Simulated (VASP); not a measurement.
Write the native input for VASP 6.6.1 that does the following.

```yaml
Task: single point
Functional: PBE
Potentials_or_basis: VASP PAW PBE potentials, release 64 (Be, B, H)
Cutoff: 520 eV
k_mesh: 12 × 12 × 12
Occupations: gaussian, width 0.1 eV
Spin: no spin polarisation
Dipole_correction: no
Further_INCAR_settings: ALGO = Normal; EDIFF = 1e-07; NBANDS = 16
```

The structure of Be2BH6 lies in POSCAR:

```
Be2BH6
1.0
    0.0000000000      2.7853850672      2.7853850672
    2.7853850672      0.0000000000      2.7853850672
    2.7853850672      2.7853850672      0.0000000000
Be B H
2 1 6
Direct
    0.2500000000      0.2500000000      0.2500000000
    0.7500000000      0.7500000000      0.7500000000
    0.0000000000      0.0000000000      0.0000000000
    0.7403246406      0.2596753594      0.2596753594
    0.2596753594      0.7403246406      0.7403246406
    0.2596753594      0.7403246406      0.2596753594
    0.7403246406      0.2596753594      0.7403246406
    0.2596753594      0.2596753594      0.7403246406
    0.7403246406      0.7403246406      0.2596753594
```

The input as run:

INCAR

```
SYSTEM = Be2BH6
ALGO = Normal ; EDIFF = 1E-7
ENCUT = 520 ; GGA = PE
ISIF = 2 ; ISMEAR = 0
LASPH = .TRUE. ; LCHARG = .FALSE.
LREAL = .FALSE. ; LWAVE = .FALSE.
NBANDS = 16 ; NELM = 60
PREC = Accurate ; SIGMA = 0.1
```

KPOINTS

```
k-points
0
G
  12 12 12
  0 0 0
```

Potentials or basis: VASP PAW PBE potentials, release 64 (Be, B, H).

The run is started by

```bash
$ cat potpaw_PBE.64/Be/POTCAR potpaw_PBE.64/B/POTCAR potpaw_PBE.64/H/POTCAR > POTCAR
$ mpirun -np 1 vasp_std > vasp.out
```

It gave:

```yaml
Pressure: -0.3 GPa
Largest_force: 0.007 eV/Å
```

It used 52 s of CPU time on 1 thread of Intel Xeon 6975P-C, with other jobs on the host.
